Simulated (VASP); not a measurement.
Write the native input for VASP 6.6.1 that does the following.

```yaml
Task: single point
Functional: PBEsol
Potentials_or_basis: VASP PAW PBE potentials, release 64 (Y_sv)
Cutoff: 520 eV
k_mesh: 11 × 11 × 11
Occupations: gaussian, width 0.1 eV
Spin: no spin polarisation
Dipole_correction: no
Further_INCAR_settings: ALGO = Normal; EDIFF = 1e-07; NBANDS = 24
```

The structure of Y lies in POSCAR:

```
Y
1.0
    1.8253860000      1.0538870000      8.7249510000
   -1.8253860000      1.0538870000      8.7249510000
    0.0000000000     -2.1077750000      8.7249510000
Y
3
Direct
    0.0000000000      0.0000000000      0.0000000000
    0.2211240000      0.2211240000      0.2211240000
    0.7788760000      0.7788760000      0.7788760000
```

One way to write it, as run:

INCAR

```
SYSTEM = Y
PREC = Accurate
ENCUT = 520
EDIFF = 1E-7
ISMEAR = 0
SIGMA = 0.1
LREAL = .False.
LASPH = .True.
NELM = 60
ALGO = Normal
ISIF = 2
LWAVE = .False.
LCHARG = .False.
GGA = PS
NBANDS = 24
```

KPOINTS

```
regular mesh
0
Gamma
  11 11 11
  0 0 0
```

Potentials or basis: VASP PAW PBE potentials, release 64 (Y_sv).

Command:

```console
$ cat potpaw_PBE.64/Y_sv/POTCAR > POTCAR
$ mpirun -np 1 vasp_std > vasp.out
```

It gave:

The pressure is -3.1 GPa. The largest force is 0.086 eV/Å and the band gap on the k mesh is zero (an odd number of electrons rules out a gap without spin polarisation).

Caveat: the cell stands under tension; the PAW data sets were made with another functional, which shifts forces and pressure a little.

Run time: 43 min on 1 thread of AMD EPYC 7R43 64-Core Processor (Zen 3) (shared host), peak memory 0.84 GiB.
